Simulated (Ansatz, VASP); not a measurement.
**One calculation of In2ICl, two programs**

```xyz
4
Lattice="3.2735 1.8900 3.8161 -3.2735 1.8900 3.8161 0.0000 -3.7799 3.8161" Properties=species:S:1:pos:R:3 pbc="T T T"
In    0.0000    0.0000    9.1485
In    0.0000    0.0000    2.2998
I     0.0000    0.0000    5.7242
Cl    0.0000    0.0000    0.0000
```

Alike in both runs: task single point; functional PBE; k mesh 3 × 3 × 3; occupations gaussian, width 0.1 eV; no spin polarisation.

|  | VASP | Ansatz |
| --- | --- | --- |
| version | VASP 6.6.1 | Ansatz 0.2.0 |
| potentials or method | VASP PAW PBE potentials, release 64 (In_d, I, Cl), cutoff 520 eV | scalar-relativistic, plane waves, PAW |
| valence electrons in the cell | 40 | 50 |

```csv
,VASP,Ansatz,Ansatz less VASP
gap on the k mesh at the Fermi level (eV),0.25,0.25,+0.005
least direct gap on the mesh (eV),0.40,0.40,+0.007
pressure (GPa),7.4,7.5,+0.04
"traceless stress, the component that is largest in VASP (GPa)",16.22,16.22,+0.001
rms of the force components (eV/Å),1.335,1.335,-0.0009
```

Atom by atom the forces differ by 0.001 eV/Å (rms over components). VASP's potentials hold 40 valence electrons a cell and Ansatz's 50, so a difference there can come from the potentials and not from the codes.

Spin-orbit coupling is off throughout.
